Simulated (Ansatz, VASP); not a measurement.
# HfSiO4: VASP beside Ansatz

```
Hf Si O
1.0
    -3.26195    3.26195    2.96162
     3.26195   -3.26195    2.96162
     3.26195    3.26195   -2.96162
Hf Si O
2 2 8
Direct
  0.00000 0.00000 0.00000
  0.75000 0.25000 0.50000
  0.25000 0.75000 0.50000
  0.50000 0.50000 0.00000
  0.13347 0.31943 0.81404
  0.06943 0.75540 0.68596
  0.06943 0.38347 0.31404
  0.50540 0.31943 0.18596
  0.68057 0.49460 0.81404
  0.61653 0.93057 0.68596
  0.24460 0.93057 0.31404
  0.68057 0.86653 0.18596
```

Change from the starting cell: strained cell.

Alike in both runs: functional PBE; k mesh 6 × 6 × 6; occupations gaussian, width 0.02 eV; no spin polarisation.

Ansatz relaxed the structure, and its values are those at the end. VASP's run is a single point on that final structure, the one shown.

```csv
,VASP,Ansatz
version,VASP 6.6.1,Ansatz 0.2.0
potentials or method,"VASP PAW PBE potentials, release 64 (Hf_pv, Si, O), cutoff 520 eV","scalar-relativistic, plane waves, PAW"
valence electrons in the cell,76,108
```

VASP gave:

* gap on the k mesh at the Fermi level (eV): 5.55
* least direct gap on the mesh (eV): 5.93
* pressure (GPa): 10.8
* rms of the force components (eV/Å): 0.093

Question: What did Ansatz give for the same quantities?

Answer: gap on the k mesh at the Fermi level (eV): 5.61; least direct gap on the mesh (eV): 5.98; pressure (GPa): 12.7; rms of the force components (eV/Å): 0.000.

VASP's potentials hold 76 valence electrons a cell and Ansatz's 108, so a difference there can come from the potentials and not from the codes. Ansatz's warnings: stress scf threshold loose.

Neither program's run includes spin-orbit coupling.
